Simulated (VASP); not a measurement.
# Hf (P6_3/mmc) in VASP: further runs

The runs below take Hf through single point, relaxation of cell and atoms, with LDA.

All numbers are computed with VASP 6.6.1; they aren't measurements. Logs are shortened: lines on timing, memory, paths and dates and some standing lists are left out, and cuts for length are marked.

### 1 The cell of the first run

The structure is hexagonal, space group P6_3/mmc (No. 194). The conventional cell has a = 3.114 Å, b = 3.114 Å, c = 4.956 Å, α = 90.00°, β = 90.00°, γ = 120.00°. Within 4.0 Å of Hf (site symmetry -6m2) lie 12 Hf at 3.06 to 3.11 Å.

### 2 Single point, LDA

The input, INCAR:

```
SYSTEM = Hf
PREC = Accurate
ENCUT = 520
EDIFF = 1E-6
ISMEAR = -1
SIGMA = 0.1
LREAL = .False.
LASPH = .True.
NELM = 80
ALGO = Normal
ISIF = 2
LWAVE = .False.
LCHARG = .False.
NBANDS = 17
```

The input, KPOINTS:

```
regular mesh
0
Gamma
  9 9 5
  0 0 0
```

The input, POSCAR:

```
Hf
1.0
    3.1141589679      0.0000000000      0.0000000000
   -1.5570794839      2.6969407776      0.0000000000
    0.0000000000      0.0000000000      4.9555656434
Hf
2
Direct
    0.3333333333      0.6666666667      0.2500000000
    0.6666666667      0.3333333333      0.7500000000
```

Potentials or basis: VASP PAW LDA potentials, release 64 (Hf_pv).

Started as:

```console
cat potpaw_LDA.64/Hf_pv/POTCAR > POTCAR
mpirun -np 1 vasp_std > vasp.out
```

OUTCAR:

```text
SYSTEM = Hf
   PREC = Accurate
   ENCUT = 520
   EDIFF = 1E-6
   ISMEAR = -1
   LREAL = .False.
   LASPH = .True.
   NELM = 80
   ISIF = 2

 ion  position               nearest neighbor table
   1  0.333  0.667  0.250-   2 3.06   2 3.06   2 3.06   2 3.06   2 3.06   2 3.06
   2  0.667  0.333  0.750-   1 3.06   1 3.06   1 3.06   1 3.06   1 3.06   1 3.06

  LATTYP: Found a hexagonal cell.
 ALAT       =     3.1141589679
 C/A-ratio  =     1.5913014379

  Lattice vectors:

 A1 = (   3.1141589679,   0.0000000000,   0.0000000000)
 A2 = (  -1.5570794839,   2.6969407776,   0.0000000000)
 A3 = (   0.0000000000,   0.0000000000,   4.9555656434)

Analysis of symmetry for initial positions (statically):
=====================================================================
 Subroutine PRICEL returns:
 Original cell was already a primitive cell.

 Routine SETGRP: Setting up the symmetry group for a
 hexagonal supercell.

 Subroutine GETGRP returns: Found 24 space group operations
 (whereof 12 operations were pure point group operations)
 out of a pool of 24 trial point group operations.

The static configuration has the point symmetry D_3d.
 The point group associated with its full space group is D_6h.

Analysis of symmetry for dynamics (positions and initial velocities):
=====================================================================
 Subroutine PRICEL returns:
 Original cell was already a primitive cell.

 Routine SETGRP: Setting up the symmetry group for a
 hexagonal supercell.

 Subroutine GETGRP returns: Found 24 space group operations
 (whereof 12 operations were pure point group operations)
 out of a pool of 24 trial point group operations.

The dynamic configuration has the point symmetry D_3d.
 The point group associated with its full space group is D_6h.

 Subroutine INISYM returns: Found 24 space group operations
 (whereof 12 operations are pure point group operations),
 and found     1 'primitive' translations

----------------------------------------------------------------------------------------

                                     Primitive cell

  volume of cell :      41.6203

  direct lattice vectors                    reciprocal lattice vectors
     3.114158968  0.000000000  0.000000000     0.321113986  0.185395246  0.000000000
    -1.557079484  2.696940778  0.000000000     0.000000000  0.370790493  0.000000000
     0.000000000  0.000000000  4.955565643     0.000000000  0.000000000  0.201793311

  length of vectors
     3.114158968  3.114158968  4.955565643     0.370790493  0.370790493  0.201793311

  position of ions in fractional coordinates (direct lattice)
     0.333333333  0.666666667  0.250000000
     0.666666667  0.333333333  0.750000000

  ion indices of the primitive-cell ions
   primitive index   ion index
                 1           1
                 2           2

----------------------------------------------------------------------------------------

 KPOINTS: regular mesh

Automatic generation of k-mesh.
 Grid dimensions read from file:
 generate k-points for:    9    9    5

 Generating k-lattice:

  Cartesian coordinates                     Fractional coordinates (reciprocal lattice)
     0.035679332  0.020599472  0.000000000     0.111111111  0.000000000  0.000000000
     0.000000000  0.041198944  0.000000000     0.000000000  0.111111111  0.000000000
     0.000000000  0.000000000  0.040358662     0.000000000  0.000000000  0.200000000

  Length of vectors
     0.041198944  0.041198944  0.040358662

  Shift w.r.t. Gamma in fractional coordinates (k-lattice)
     0.000000000  0.000000000  0.000000000

 Subroutine IBZKPT returns following result:
 ===========================================

 Found     36 irreducible k-points:

 Following reciprocal coordinates:
            Coordinates               Weight
  0.000000  0.000000  0.000000      1.000000
  0.111111  0.000000  0.000000      6.000000
  0.222222 -0.000000  0.000000      6.000000
  0.333333 -0.000000  0.000000      6.000000
  0.444444 -0.000000  0.000000      6.000000
  0.111111  0.111111  0.000000      6.000000
[... 16 lines left out ...]
  0.333333  0.222222  0.200000     24.000000
  0.333333  0.333333  0.200000      4.000000
 [... further k-points ...]
   k-points           NKPTS =     36   k-points in BZ     NKDIM =     36   number of bands    NBANDS=     17
   number of dos      NEDOS =    301   number of ions     NIONS =      2
   total plane-waves  NPLWV =  23040
   dimension x,y,z NGX =    24 NGY =   24 NGZ =   40
   dimension x,y,z NGXF=    48 NGYF=   48 NGZF=   80
   ions per type =               2
   NGX,Y,Z   is equivalent  to a cutoff of  12.81, 12.81, 13.42 a.u.
   NGXF,Y,Z  is equivalent  to a cutoff of  25.62, 25.62, 26.84 a.u.
 SYSTEM =  Hf
   PREC   = accura    normal or accurate (medium, high low for compatibility)
   ISTART =      0    job   : 0-new  1-cont  2-samecut
   ICHARG =      2    charge: 1-file 2-atom 10-const
   ISPIN  =      1    spin polarized calculation?
   LNONCOLLINEAR =      F non collinear calculations
   LSORBIT =      F    spin-orbit coupling
   LASPH  =      T    aspherical Exc in radial PAW
   ENCUT  =  520.0 eV  38.22 Ry    6.18 a.u.   5.79  5.79  9.21*2*pi/ulx,y,z
   NELM   =     80;   NELMIN=  2; NELMDL= -5     # of ELM steps
   EDIFF  = 0.1E-05   stopping-criterion for ELM
   LREAL  =      F    real-space projection
   EDIFFG = 0.1E-04   stopping-criterion for IOM
   NSW    =      0    number of steps for IOM
   IBRION =     -1    ionic relax: 0-MD 1-quasi-New 2-CG
   NFREE  =      0    steps in history (QN), initial steepest desc. (CG)
   ISIF   =      2    stress and relaxation
   ISYM   =      2    0-nonsym 1-usesym 2-fastsym
   POTIM  = 0.5000    time-step for ionic-motion
   TEBEG  =    0.0;   TEEND  =   0.0 temperature during run
   PSTRESS=    0.0 pullay stress
   NELECT =      20.0000    total number of electrons
   NUPDOWN=      -1.0000    fix difference up-down
   EMIN   =  10.00;   EMAX   =-10.00  energy-range for DOS
   EFERMI =   0.00;   METHOD = LEGACY
   ISMEAR =    -1;   SIGMA  =   0.10  broadening in eV -4-tet -1-fermi 0-gaus
   EFERMI_NEDOS =   21; number of points for ismear=-14 and -15
   IALGO  =     38    algorithm
   IMIX   =      4    mixing-type and parameters
     AMIX     =   0.40;   BMIX     =  1.00
     AMIX_MAG =   1.60;   BMIX_MAG =  1.00
  volume/ion in A,a.u.               =      20.81       140.43
  Fermi-wavevector in a.u.,A,eV,Ry     =   1.282280  2.423159 22.371286  1.644243
  Thomas-Fermi vector in A             =   2.414601
   LORBIT       =      0    0 simple, 1 ext, 2 COOP (PROOUT), +10 PAW based schemes
   GGA     = CA    functional components
   LHFCALC =     F    Hartree Fock is set to
   AEXX    =    0.0000 exact exchange contribution
   IVDW    =     0    specifies the selected vdW correction
   LEPSILON=     F    determine dielectric tensor
   LRPA    =     F    only Hartree local field effects (RPA)
 non-spin polarized calculation
  energy-cutoff  :      520.00
  volume of cell :       41.62
 maximum number of plane-waves:      1134
 NGX is ok and might be reduce to    24
   NGX = 11   NGY = 11   NGZ = 19

 number of electron      19.9999997 magnetization

 Free energy of the ion-electron system (eV)
  ---------------------------------------------------
  ext. energy  EPLUGINS =         0.00000000
  ---------------------------------------------------
  free energy    TOTEN  =       -21.42135807 eV

  energy without entropy =      -21.37172259  energy(sigma->0) =      -21.39654033

 E-fermi :   5.2931     XC(G=0): -11.8039

 val. band max:        5.2896819310   @ k =   0.0000   0.0000   0.4000
 cond. band min:       5.3812642901   @ k =   0.2222   0.2222   0.4000
 fundamental gap:      0.0915823591
 Fermi energy:         5.2930584472

 k-point     1 :       0.0000    0.0000    0.0000
  band No.  band energies     occupation
      1     -25.5862      2.00000
      2     -24.6286      2.00000
      3     -24.6286      2.00000
      4     -24.4744      2.00000
      5     -24.4697      2.00000
      6     -24.4697      2.00000
[... 9 lines left out ...]
     16       8.0562      0.00000
     17      10.9668      0.00000

 k-point     2 :       0.1111    0.0000    0.0000
  band No.  band energies     occupation
      1     -25.5454      2.00000
      2     -24.7184      2.00000
      3     -24.6580      2.00000
      4     -24.5639      2.00000
      5     -24.4928      2.00000
      6     -24.4818      2.00000
[... 9 lines left out ...]
     16       7.6945      0.00000
     17      11.2596      0.00000

 k-point     3 :       0.2222   -0.0000    0.0000
  band No.  band energies     occupation
      1     -25.4325      2.00000
      2     -24.9453      2.00000
      3     -24.7906      2.00000
      4     -24.7286      2.00000
      5     -24.5483      2.00000
      6     -24.5155      2.00000
[... 9 lines left out ...]
     16       8.7421      0.00000
     17      11.7438      0.00000

 k-point     4 :       0.3333   -0.0000    0.0000
  band No.  band energies     occupation
      1     -25.2770      2.00000
      2     -25.2010      2.00000
      3     -25.0308      2.00000
      4     -24.8044      2.00000
      5     -24.6380      2.00000
      6     -24.5568      2.00000
[... 9 lines left out ...]
     16      10.2667      0.00000
     17      12.0636      0.00000
[... 343 lines left out ...]
      1     -25.3041      2.00000
      2     -25.2082      2.00000
      3     -24.9673      2.00000
      4     -24.9099      2.00000
      5     -24.7204      2.00000
      6     -24.6420      2.00000
[... 9 lines left out ...]
     16      11.0917      0.00000
     17      12.2718      0.00000

 k-point    23 :       0.3333    0.2222    0.2000
  band No.  band energies     occupation
      1     -25.3262      2.00000
      2     -25.2293      2.00000
      3     -25.0581      2.00000
      4     -24.8906      2.00000
      5     -24.8124      2.00000
      6     -24.7038      2.00000
[... 9 lines left out ...]
     16      11.7809      0.00000
     17      12.5419      0.00000

 k-point    24 :       0.3333    0.3333    0.2000
  band No.  band energies     occupation
      1     -25.2121      2.00000
      2     -25.2044      2.00000
      3     -25.2044      2.00000
      4     -24.9255      2.00000
      5     -24.7861      2.00000
      6     -24.7861      2.00000
[... 9 lines left out ...]
     16      10.9603      0.00000
     17      12.0353      0.00000

 [... further k-points ...]
[... 5 lines left out ...]
  --------------------------------------------------------------------------------------
  -------------------------------------------------------------------------------------
  Total        0.0198433      0.0198433      0.0297942      0.0000000      0.0000000     -0.0000000
  in kB        0.7638679      0.7638679      1.1469282      0.0000000      0.0000000     -0.0000000
  external PRESSURE =       0.8915547 kB  Pullay stress =       0.0000000 kB

 VOLUME and BASIS-vectors are now :
 -----------------------------------------------------------------------------
  energy-cutoff  :      520.00
  volume of cell :       41.62
      direct lattice vectors                 reciprocal lattice vectors
     3.114158968  0.000000000  0.000000000     0.321113986  0.185395246  0.000000000
    -1.557079484  2.696940778  0.000000000     0.000000000  0.370790493  0.000000000
     0.000000000  0.000000000  4.955565643     0.000000000  0.000000000  0.201793311

 POSITION                                       TOTAL-FORCE (eV/Angst)
 -----------------------------------------------------------------------------------
     -0.00000      1.79796      1.23889        -0.000000      0.000000      0.000000
      1.55708      0.89898      3.71667         0.000000     -0.000000      0.000000
 -----------------------------------------------------------------------------------
    total drift:                                0.000000     -0.000000      0.000000

  FREE ENERGIE OF THE ION-ELECTRON SYSTEM (eV)
  ---------------------------------------------------
  free  energy   TOTEN  =       -21.4213580678 eV

  energy  without entropy=      -21.3717225930  energy(sigma->0) =      -21.39654033
```

It took 18 s on 1 thread of Intel Xeon 8259CL, shared host; peak memory 0.15 GiB.

Results:

| Quantity | Value |
| --- | --- |
| Free energy | -21.4214 eV |
| Pressure | 0.1 GPa |
| Band gap on the k mesh | zero (bands 10 and 11 overlap by 1.46 eV) |

Levels at points of the mesh, in eV from the Fermi level:
```csv
k point,band 8,band 9,band 10,band 11,band 12,band 13
"(0.00, 0.00, 0.00)",-3.93,1.05,1.16,1.16,1.39,2.03
```

Caveat: spin-orbit coupling is left out, which moves the levels of the heavy elements.

### 3 Relaxation of cell and atoms, LDA

This run uses another cell than the first one, of 22.38 Å³/atom.

The input, INCAR:

```
SYSTEM = Hf
  PREC = Accurate
  ENCUT = 600
  EDIFF = 1E-6
  ISMEAR = -1
  SIGMA = 0.1
  LREAL = .FALSE.
  LASPH = .TRUE.
  NELM = 60
  ALGO = Normal
  ISIF = 3
  LWAVE = .FALSE.
  LCHARG = .FALSE.
  IBRION = 2
  NSW = 80
  EDIFFG = -0.03
```

The input, KPOINTS:

```
regular mesh
0
G
  9 9 5
  0 0 0
```

The input, POSCAR:

```
Hf
1.0
    3.1967000000      0.0000000000      0.0000000000
   -1.5983500000      2.7684234100      0.0000000000
    0.0000000000      0.0000000000      5.0578000000
Hf
2
Direct
    0.3333333333      0.6666666667      0.2500000000
    0.6666666667      0.3333333333      0.7500000000
```

Potentials or basis: VASP PAW LDA potentials, release 64 (Hf_pv).

Started as:

```console
cat potpaw_LDA.64/Hf_pv/POTCAR > POTCAR
mpirun -np 1 vasp_std > vasp.out
```

OUTCAR:

```text
SYSTEM = Hf
   PREC = Accurate
   ENCUT = 600
   EDIFF = 1E-6
   ISMEAR = -1
   LREAL = .FALSE.
   LASPH = .TRUE.
   NELM = 60
   ISIF = 3
   IBRION = 2
   NSW = 80
   EDIFFG = -0.03

 ion  position               nearest neighbor table
   1  0.333  0.667  0.250-   2 3.13   2 3.13   2 3.13   2 3.13   2 3.13   2 3.13
   2  0.667  0.333  0.750-   1 3.13   1 3.13   1 3.13   1 3.13   1 3.13   1 3.13

  LATTYP: Found a hexagonal cell.
 ALAT       =     3.1967000000
 C/A-ratio  =     1.5821941377

  Lattice vectors:

 A1 = (   3.1967000000,   0.0000000000,   0.0000000000)
 A2 = (  -1.5983500000,   2.7684234100,   0.0000000000)
 A3 = (   0.0000000000,   0.0000000000,   5.0578000000)

Analysis of symmetry for initial positions (statically):
=====================================================================
 Subroutine PRICEL returns:
 Original cell was already a primitive cell.

 Routine SETGRP: Setting up the symmetry group for a
 hexagonal supercell.

 Subroutine GETGRP returns: Found 24 space group operations
 (whereof 12 operations were pure point group operations)
 out of a pool of 24 trial point group operations.

The static configuration has the point symmetry D_3d.
 The point group associated with its full space group is D_6h.

Analysis of symmetry for dynamics (positions and initial velocities):
=====================================================================
[... 375 lines left out ...]

 number of electron      19.9999999 magnetization

 Free energy of the ion-electron system (eV)
  ---------------------------------------------------
  ext. energy  EPLUGINS =         0.00000000
  ---------------------------------------------------
  free energy    TOTEN  =       -21.42179736 eV

  energy without entropy =      -21.37218892  energy(sigma->0) =      -21.39699314

 E-fermi :   5.2983     XC(G=0): -11.8073

 val. band max:        5.2945806567   @ k =   0.0000   0.0000   0.4000
 cond. band min:       5.3862944852   @ k =   0.2222   0.2222   0.4000
 fundamental gap:      0.0917138286
 Fermi energy:         5.2982505335

 k-point     1 :       0.0000    0.0000    0.0000
  band No.  band energies     occupation
      1     -25.5805      2.00000
      2     -24.6207      2.00000
      3     -24.6207      2.00000
      4     -24.4664      2.00000
      5     -24.4616      2.00000
      6     -24.4616      2.00000
      7      -2.2387      2.00000
      8       1.3679      2.00000
      9       6.3493      0.00005
     10       6.4547      0.00002
     11       6.4547      0.00002
     12       6.6861      0.00000
     13       7.3335      0.00000
     14       7.3335      0.00000
[... 377 lines left out ...]
      1     -25.2058      2.00000
      2     -25.1980      2.00000
      3     -25.1980      2.00000
      4     -24.9188      2.00000
      5     -24.7787      2.00000
      6     -24.7787      2.00000
      7       3.1109      2.00000
      8       3.5030      2.00000
      9       3.5030      2.00000
     10       3.9368      2.00000
     11       5.4856      0.26625
     12       5.4856      0.26625
     13       7.4228      0.00000
     14      10.0575      0.00000

 [... further k-points ...]
[... 5 lines left out ...]
  --------------------------------------------------------------------------------------
  -------------------------------------------------------------------------------------
  Total        0.0457215      0.0457215      0.0515590      0.0000000      0.0000000     -0.0000000
  in kB        1.7613470      1.7613470      1.9862286      0.0000000      0.0000000     -0.0000000
  external PRESSURE =       1.8363075 kB  Pullay stress =       0.0000000 kB
[... 17 lines left out ...]
  FREE ENERGIE OF THE ION-ELECTRON SYSTEM (eV)
  ---------------------------------------------------
  free  energy   TOTEN  =       -21.4217973585 eV

  energy  without entropy=      -21.3721889172  energy(sigma->0) =      -21.39699314

 reached required accuracy - stopping structural energy minimisation
```

Run time: 2.7 min. Hardware: 1 thread of Intel Xeon 8259CL, shared host; peak memory 0.18 GiB.

What came out:

```yaml
Free_energy: -21.4218 eV
Relaxed_volume: 20.79 Å³/atom
Relaxed_cell: a = 3.113 Å, b = 3.113 Å, c = 4.955 Å, α = 90.00°, β = 90.00°, γ = 120.00°
Space_group_after_relaxing_to_0.1_Å: P6_3/mmc (No. 194)
Energy_gained_by_relaxing: 39.2 meV/atom
Ionic_steps: 7
Pressure_after_relaxing: 0.2 GPa
Band_gap_on_the_k_mesh: zero (bands 10 and 11 overlap by 1.46 eV)
```

The path:
```
step  energy change (eV)  largest force (eV/Å)  pressure (GPa)  volume (Å³)
   1              0.0000                0.0000           -7.68        44.76
   2              0.0495                0.0000           12.47        38.17
   3             -0.0780                0.0000           -0.18        41.73
   4             -0.0780                0.0000           -0.01        41.67
   5             -0.0780                0.0000            0.17        41.61
   6             -0.0784                0.0000            0.18        41.59
   7             -0.0784                0.0000            0.18        41.59
```

Final structure:
```yaml
crystal:
  lattice:
    - [3.11324, 0.00000, 0.00000]
    - [-1.55662, 2.69614, 0.00000]
    - [0.00000, 0.00000, 4.95485]
  atoms:
    - { symbol: Hf, position: [0.33333, 0.66667, 0.25000] }
    - { symbol: Hf, position: [0.66667, 0.33333, 0.75000] }
```

Caveat: spin-orbit coupling is left out, which moves the levels of the heavy elements.

The gap in the log of VASP goes by the Fermi energy; the results here count the filled bands.